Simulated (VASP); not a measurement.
# WSe2 (P6_3/mmc) in VASP: notebook

WSe2 is run at these levels: r2SCAN; tasks: single point.

Program: VASP 6.6.1. These are calculated values, not measurements. Logs are shortened: lines on timing, memory, paths and dates and some standing lists are left out, and cuts for length are marked.

## 1. The cell of the first run

Symmetry: P6_3/mmc, No. 194, hexagonal system. The conventional cell has a = 3.300 Å, b = 3.300 Å, c = 12.886 Å, α = 90.00°, β = 90.00°, γ = 120.00°. Within 3.3 Å of W (site symmetry -6m2) lie 6 Se at 2.53 Å and 6 W at 3.30 Å. Se (site symmetry 3m) has 3 W at 2.53 Å and 7 Se at 3.30 to 3.32 Å within 3.4 Å.

## 2. Single point, r2SCAN (uniaxial z strain -2.0%)

Contents of POSCAR:

```
WSe2
1.0
    3.2996674462      0.0000000000      0.0000000000
   -1.6498337231      2.8575958324      0.0000000000
    0.0000000000      0.0000000000     12.8857268896
W Se
2 4
Direct
    0.3333333333      0.6666666667      0.2500000000
    0.6666666667      0.3333333333      0.7500000000
    0.6666666667      0.3333333333      0.3790146247
    0.6666666667      0.3333333333      0.1209853753
    0.3333333333      0.6666666667      0.8790146247
    0.3333333333      0.6666666667      0.6209853753
```

Contents of INCAR.step1:

```
ALGO     = Normal         # electronic algorithm
EDIFF    = 1E-4           # SCF threshold, eV
ENCUT    = 520            # plane-wave cutoff, eV
GGA      = PE             # functional
ISMEAR   = 0              # smearing method
LASPH    = T              # aspherical terms in the spheres
LCHARG   = F              # write CHGCAR
LREAL    = F              # projectors in reciprocal space
LWAVE    = T              # write WAVECAR
NBANDS   = 35             # bands
NELM     = 80             # most SCF steps
PREC     = Accurate       # precision mode
SIGMA    = 0.01           # smearing width, eV
```

Contents of INCAR.step2:

```
ALGO     = Normal         # electronic algorithm
EDIFF    = 1E-7           # SCF threshold, eV
ENCUT    = 520            # plane-wave cutoff, eV
ISIF     = 2              # what is computed and relaxed
ISMEAR   = 0              # smearing method
ISTART   = 1            
LASPH    = T              # aspherical terms in the spheres
LCHARG   = F              # write CHGCAR
LMIXTAU  = T            
LREAL    = F              # projectors in reciprocal space
LWAVE    = F              # write WAVECAR
METAGGA  = R2SCAN         # meta-GGA
NBANDS   = 35             # bands
NELM     = 80             # most SCF steps
PREC     = Accurate       # precision mode
SIGMA    = 0.01           # smearing width, eV
```

Contents of KPOINTS:

```
k-points
0
Gamma
  12 12 2
```

Potentials or basis: VASP PAW PBE potentials, release 64 (W_sv, Se).

Run with:

```sh
> cat potpaw_PBE.64/W_sv/POTCAR potpaw_PBE.64/Se/POTCAR > POTCAR
> cp INCAR.step1 INCAR
> mpirun -np 1 vasp_std > vasp.out
> cp INCAR.step2 INCAR
> mpirun -np 1 vasp_std > vasp.out
```

OUTCAR:

```text
EDIFF = 1E-7
   ENCUT = 520
   ISIF = 2
   ISMEAR = 0
   ISTART = 1
   LASPH = T
   LREAL = F
   METAGGA = R2SCAN
   NELM = 80
   PREC = Accurate

 ion  position               nearest neighbor table
   1  0.333  0.667  0.250-   3 2.53   4 2.53   3 2.53   4 2.53   3 2.53   4 2.53
   2  0.667  0.333  0.750-   5 2.53   6 2.53   5 2.53   6 2.53   5 2.53   6 2.53
   3  0.667  0.333  0.379-   1 2.53   1 2.53   1 2.53
   4  0.667  0.333  0.121-   1 2.53   1 2.53   1 2.53
   5  0.333  0.667  0.879-   2 2.53   2 2.53   2 2.53
   6  0.333  0.667  0.621-   2 2.53   2 2.53   2 2.53

  LATTYP: Found a hexagonal cell.
 ALAT       =     3.2996674462
 C/A-ratio  =     3.9051592622

  Lattice vectors:

 A1 = (   3.2996674462,   0.0000000000,   0.0000000000)
 A2 = (  -1.6498337231,   2.8575958324,   0.0000000000)
 A3 = (   0.0000000000,   0.0000000000,  12.8857268896)

Analysis of symmetry for initial positions (statically):
=====================================================================
 Subroutine PRICEL returns:
 Original cell was already a primitive cell.

 Routine SETGRP: Setting up the symmetry group for a
 hexagonal supercell.

 Subroutine GETGRP returns: Found 24 space group operations
 (whereof 12 operations were pure point group operations)
 out of a pool of 24 trial point group operations.

The static configuration has the point symmetry D_3d.
 The point group associated with its full space group is D_6h.

Analysis of symmetry for dynamics (positions and initial velocities):
=====================================================================
 Subroutine PRICEL returns:
 Original cell was already a primitive cell.

 Routine SETGRP: Setting up the symmetry group for a
 hexagonal supercell.

 Subroutine GETGRP returns: Found 24 space group operations
 (whereof 12 operations were pure point group operations)
 out of a pool of 24 trial point group operations.

The dynamic configuration has the point symmetry D_3d.
 The point group associated with its full space group is D_6h.

 Subroutine INISYM returns: Found 24 space group operations
 (whereof 12 operations are pure point group operations),
 and found     1 'primitive' translations

----------------------------------------------------------------------------------------

                                     Primitive cell

[... 94 lines left out ...]
   LSORBIT =      F    spin-orbit coupling
   LASPH  =      T    aspherical Exc in radial PAW
   ENCUT  =  520.0 eV  38.22 Ry    6.18 a.u.   6.14  6.14 23.96*2*pi/ulx,y,z
   NELM   =     80;   NELMIN=  2; NELMDL=  0     # of ELM steps
   EDIFF  = 0.1E-06   stopping-criterion for ELM
   LREAL  =      F    real-space projection
   EDIFFG = 0.1E-05   stopping-criterion for IOM
   NSW    =      0    number of steps for IOM
   IBRION =     -1    ionic relax: 0-MD 1-quasi-New 2-CG
   NFREE  =      0    steps in history (QN), initial steepest desc. (CG)
   ISIF   =      2    stress and relaxation
   ISYM   =      2    0-nonsym 1-usesym 2-fastsym
   POTIM  = 0.5000    time-step for ionic-motion
   TEBEG  =    0.0;   TEEND  =   0.0 temperature during run
   PSTRESS=    0.0 pullay stress
   NELECT =      52.0000    total number of electrons
   NUPDOWN=      -1.0000    fix difference up-down
   EMIN   =  10.00;   EMAX   =-10.00  energy-range for DOS
   EFERMI =   0.00;   METHOD = LEGACY
   ISMEAR =     0;   SIGMA  =   0.01  broadening in eV -4-tet -1-fermi 0-gaus
   EFERMI_NEDOS =   21; number of points for ismear=-14 and -15
   IALGO  =     38    algorithm
   IMIX   =      4    mixing-type and parameters
     AMIX     =   0.40;   BMIX     =  1.00
     AMIX_MAG =   1.60;   BMIX_MAG =  1.00
  volume/ion in A,a.u.               =      20.25       136.65
  Fermi-wavevector in a.u.,A,eV,Ry     =   1.233718  2.331389 20.708892  1.522061
  Thomas-Fermi vector in A             =   2.368437
   LORBIT       =      0    0 simple, 1 ext, 2 COOP (PROOUT), +10 PAW based schemes
   METAGGA = R2SCAN    functional components
   LHFCALC =     F    Hartree Fock is set to
   AEXX    =    0.0000 exact exchange contribution
   IVDW    =     0    specifies the selected vdW correction
   LEPSILON=     F    determine dielectric tensor
   LRPA    =     F    only Hartree local field effects (RPA)
 non-spin polarized calculation
 Gauss-broadening in eV      SIGMA  =   0.01
  energy-cutoff  :      520.00
  volume of cell :      121.50
 maximum number of plane-waves:      3318
 NGX is ok and might be reduce to    28
   NGX = 13   NGY = 13   NGZ = 47

 number of electron      51.9999997 magnetization

 Free energy of the ion-electron system (eV)
  ---------------------------------------------------
  ext. energy  EPLUGINS =         0.00000000
  ---------------------------------------------------
  free energy    TOTEN  =      -163.53124619 eV

  energy without entropy =     -163.53124619  energy(sigma->0) =     -163.53124619

 E-fermi :   6.3505     XC(G=0): -11.4117

 val. band max:        6.1712773110   @ k =   0.0000   0.0000   0.0000
 cond. band min:       7.2351869790   @ k =   0.1667   0.1667   0.0000
 fundamental gap:      1.0639096680
 Fermi energy:         6.3504922471

 k-point     1 :       0.0000    0.0000    0.0000
  band No.  band energies     occupation
      1     -70.2114      2.00000
      2     -70.2114      2.00000
      3     -33.8024      2.00000
      4     -33.8024      2.00000
      5     -33.6869      2.00000
      6     -33.6869      2.00000
[... 901 lines left out ...]
     34      10.2164      0.00000
     35      12.1369      0.00000

 [... further k-points ...]
[... 5 lines left out ...]
  --------------------------------------------------------------------------------------
  -------------------------------------------------------------------------------------
  Total        1.5119864      1.5119864      2.1274131      0.0000000      0.0000000      0.0000000
  in kB       19.9378618     19.9378618     28.0532068      0.0000000      0.0000000      0.0000000
  external PRESSURE =      22.6429768 kB  Pullay stress =       0.0000000 kB

 VOLUME and BASIS-vectors are now :
 -----------------------------------------------------------------------------
  energy-cutoff  :      520.00
  volume of cell :      121.50
      direct lattice vectors                 reciprocal lattice vectors
     3.299667446  0.000000000  0.000000000     0.303060844  0.174972260  0.000000000
    -1.649833723  2.857595832  0.000000000     0.000000000  0.349944519  0.000000000
     0.000000000  0.000000000 12.885726890     0.000000000  0.000000000  0.077605246

 POSITION                                       TOTAL-FORCE (eV/Angst)
 -----------------------------------------------------------------------------------
     -0.00000      1.90506      3.22143        -0.000000      0.000000      0.000000
      1.64983      0.95253      9.66430        -0.000000     -0.000000      0.000000
      1.64983      0.95253      4.88388        -0.000000     -0.000000      0.006053
      1.64983      0.95253      1.55898        -0.000000      0.000000     -0.006053
     -0.00000      1.90506     11.32674         0.000000      0.000000      0.006053
     -0.00000      1.90506      8.00185         0.000000     -0.000000     -0.006053
 -----------------------------------------------------------------------------------
    total drift:                               -0.000000      0.000000     -0.000000

  FREE ENERGIE OF THE ION-ELECTRON SYSTEM (eV)
  ---------------------------------------------------
  free  energy   TOTEN  =      -163.5312461940 eV

  energy  without entropy=     -163.5312461940  energy(sigma->0) =     -163.53124619
```

OSZICAR.step1:

```text
N       E                     dE             d eps       ncg     rms          rms(c)
DAV:   1     0.499222529801E+03    0.49922E+03   -0.27952E+04  2932   0.145E+03
DAV:   2    -0.133559344151E+02   -0.51258E+03   -0.49463E+03  3090   0.391E+02
DAV:   3    -0.443181748300E+02   -0.30962E+02   -0.30427E+02  3312   0.897E+01
DAV:   4    -0.450166099548E+02   -0.69844E+00   -0.69443E+00  3196   0.136E+01
DAV:   5    -0.450253454067E+02   -0.87355E-02   -0.87294E-02  3205   0.168E+00    0.299E+01
DAV:   6    -0.434998099215E+02    0.15255E+01   -0.59001E+00  2938   0.161E+01    0.106E+01
DAV:   7    -0.432832853088E+02    0.21652E+00   -0.26752E+00  2810   0.794E+00    0.566E+00
DAV:   8    -0.431168340862E+02    0.16645E+00   -0.36058E-01  2943   0.416E+00    0.127E+00
DAV:   9    -0.431195535972E+02   -0.27195E-02   -0.55922E-02  3156   0.115E+00    0.884E-01
DAV:  10    -0.431180160093E+02    0.15376E-02   -0.12782E-02  2883   0.761E-01    0.140E-01
DAV:  11    -0.431180207099E+02   -0.47006E-05   -0.16950E-03  2906   0.265E-01    0.181E-01
DAV:  12    -0.431179763071E+02    0.44403E-04   -0.59275E-05  1642   0.523E-02
   1 F= -.43117976E+02 E0= -.43117976E+02  d E =0.000000E+00
```

It took 5.1 min on 1 thread of Intel Xeon 6975P-C (Granite Rapids), shared host; peak memory 0.37 GiB.

What came out:

```yaml
Free_energy: -163.5312 eV
Pressure: 2.3 GPa
Largest_force: 0.006 eV/Å
Band_gap_on_the_k_mesh: 1.06 eV (least direct gap 1.59 eV)
```

Forces in eV/Å, atoms in the order of the input:
```
W    0.000  0.000  0.000
W    0.000  0.000  0.000
Se   0.000  0.000  0.006
Se   0.000  0.000 -0.006
Se   0.000  0.000  0.006
Se   0.000  0.000 -0.006
```

Stress tensor (GPa, compression positive):
```
1.99 0.00 0.00
0.00 1.99 0.00
0.00 0.00 2.81
```

Levels at points of the mesh, in eV from the valence-band top:
| k point | band 23 | band 24 | band 25 | band 26 | band 27 | band 28 | band 29 | band 30 |
| --- | --- | --- | --- | --- | --- | --- | --- | --- |
| (0.00, 0.00, 0.00) | -1.74 | -1.17 | -1.13 | 0.00 | 2.67 | 2.67 | 2.73 | 2.73 |
| (0.50, 0.00, 0.00) | -1.63 | -1.58 | -1.40 | -1.37 | 2.13 | 2.17 | 2.37 | 2.67 |
| (0.00, 0.00, 0.50) | -1.78 | -1.78 | -0.23 | -0.23 | 2.68 | 2.68 | 2.68 | 2.68 |
| (0.50, 0.00, 0.50) | -1.50 | -1.50 | -1.47 | -1.47 | 2.14 | 2.14 | 2.55 | 2.55 |

Caveat: the cell differs from its parent crystal (uniaxial z strain -2.0%); the PAW data sets were made with another functional, which shifts forces and pressure a little; spin-orbit coupling is left out, which moves the levels of the heavy elements. A k mesh can miss the band edges.

## 3. Single point, r2SCAN (uniaxial z strain -1.0%)

Contents of POSCAR:

```
WSe2
1.0
    3.2996674462      0.0000000000      0.0000000000
   -1.6498337231      2.8575958324      0.0000000000
    0.0000000000      0.0000000000     13.0172138987
W Se
2 4
Direct
    0.3333333333      0.6666666667      0.2500000000
    0.6666666667      0.3333333333      0.7500000000
    0.6666666667      0.3333333333      0.3778539231
    0.6666666667      0.3333333333      0.1221460769
    0.3333333333      0.6666666667      0.8778539231
    0.3333333333      0.6666666667      0.6221460769
```

Contents of INCAR.step1:

```
PREC = Accurate
ENCUT = 520
ISMEAR = 0
SIGMA = 0.01
LREAL = F
LASPH = T
NELM = 60
NBANDS = 35
GGA = PE
ALGO = Normal
EDIFF = 1E-4
LWAVE = T
LCHARG = F
```

Contents of INCAR.step2:

```
PREC = Accurate
ENCUT = 520
EDIFF = 1E-7
ISMEAR = 0
SIGMA = 0.01
LREAL = F
LASPH = T
NELM = 60
ALGO = Normal
ISIF = 2
LWAVE = F
LCHARG = T
METAGGA = R2SCAN
LMIXTAU = T
LELF = T
LVHAR = T
NBANDS = 35
ISTART = 1
```

Contents of KPOINTS:

```
Automatic mesh
0
Gamma
  12 12 2
```

Potentials or basis: VASP PAW PBE potentials, release 64 (W_sv, Se).

Run with:

```sh
> cat potpaw_PBE.64/W_sv/POTCAR potpaw_PBE.64/Se/POTCAR > POTCAR
> cp INCAR.step1 INCAR
> mpirun -np 1 vasp_std > vasp.out
> cp INCAR.step2 INCAR
> mpirun -np 1 vasp_std > vasp.out
```

It took 5.3 min on 1 thread of Intel Xeon 6975P-C (Granite Rapids), shared host; peak memory 0.37 GiB.

The run converged. Its results:

| Property | Result |
| --- | --- |
| Free energy | -163.5502 eV |
| Pressure | 1.9 GPa |
| Band gap on the k mesh | 1.11 eV (least direct gap 1.60 eV) |

Forces in eV/Å, atoms in the order of the input:
```
W    0.000  0.000  0.000
W    0.000  0.000  0.000
Se   0.000  0.000  0.003
Se   0.000  0.000 -0.003
Se   0.000  0.000  0.003
Se   0.000  0.000 -0.003
```

Stress tensor (GPa, compression positive):
```
1.81 0.00 0.00
0.00 1.81 0.00
0.00 0.00 2.11
```

Levels at points of the mesh, in eV from the valence-band top:
| k point | band 24 | band 25 | band 26 | band 27 | band 28 | band 29 |
| --- | --- | --- | --- | --- | --- | --- |
| (0.00, 0.00, 0.00) | -1.23 | -1.09 | 0.00 | 2.72 | 2.72 | 2.77 |
| (0.50, 0.00, 0.00) | -1.52 | -1.36 | -1.34 | 2.17 | 2.21 | 2.42 |
| (0.00, 0.00, 0.50) | -1.72 | -0.24 | -0.24 | 2.73 | 2.73 | 2.73 |
| (0.50, 0.00, 0.50) | -1.45 | -1.43 | -1.43 | 2.19 | 2.19 | 2.59 |

Caveat: the cell differs from its parent crystal (uniaxial z strain -1.0%); the PAW data sets were made with another functional, which shifts forces and pressure a little; spin-orbit coupling is left out, which moves the levels of the heavy elements.

[end of part 1 of 2]
